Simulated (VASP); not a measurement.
Write the native input for VASP 6.6.1 that does the following.

- Task: relaxation of cell and atoms
- Functional: PBE
- Potentials or basis: VASP PAW PBE potentials, release 64 (Ni, Sb)
- Cutoff: 600 eV
- k mesh: 12 × 12 × 8
- Occupations: gaussian, width 0.1 eV
- Spin: no spin polarisation
- Target pressure: 2 GPa
- Dipole correction: no
- Further INCAR settings: ALGO = Normal; EDIFF = 1e-06; IBRION = 2; EDIFFG = -0.008; NSW = 70; ISIF = 3

The structure of NiSb lies in POSCAR:

```
NiSb
1.0
    3.9501748464      0.0000000000      0.0000000000
   -1.9750874232      3.4209517664      0.0000000000
    0.0000000000      0.0000000000      5.1234204237
Ni Sb
2 2
Direct
    0.0000000000      0.0000000000      0.0000000000
    0.0000000000      0.0000000000      0.5000000000
    0.3333333333      0.6666666667      0.2500000000
    0.6666666667      0.3333333333      0.7500000000
```

The input as run:

INCAR

```
SYSTEM = NiSb
ALGO = Normal ; EDIFF = 1E-6
EDIFFG = -0.008 ; ENCUT = 600
GGA = PE ; IBRION = 2
ISIF = 3 ; ISMEAR = 0
LASPH = .True. ; LCHARG = .False.
LREAL = .False. ; LWAVE = .False.
NELM = 100 ; NSW = 70
PREC = Accurate ; PSTRESS = 20.0
SIGMA = 0.1
```

KPOINTS

```
k-points
0
Gamma
  12 12 8
  0 0 0
```

Potentials or basis: VASP PAW PBE potentials, release 64 (Ni, Sb).

The run is started by

```sh
$ cat potpaw_PBE.64/Ni/POTCAR potpaw_PBE.64/Sb/POTCAR > POTCAR
$ mpirun -np 1 vasp_std > vasp.out
```

Results of the run:

```json
{"Relaxed volume": "17.32 Å³/atom", "Relaxed cell": "a = 3.951 Å, b = 3.951 Å, c = 5.125 Å, α = 90.00°, β = 90.00°, γ = 120.00°", "Space group after relaxing (to 0.1 Å)": "P6_3/mmc (No. 194)", "Energy change on relaxing (the run minimises the enthalpy)": "-0.2 meV/atom", "Ionic steps": "3", "Pressure after relaxing": "2.0 GPa", "Band gap on the k mesh": "zero (bands 15 and 16 overlap by 3.30 eV)"}
```

Caveat: the cell is relaxed towards a set pressure, so the run minimises the enthalpy, not the energy; spin-orbit coupling is left out, which moves the levels of the heavy elements.

Wall time 2.9 min on 1 thread of AMD EPYC 9R14 (Zen 4), with other jobs on the host, peak memory 0.28 GiB.
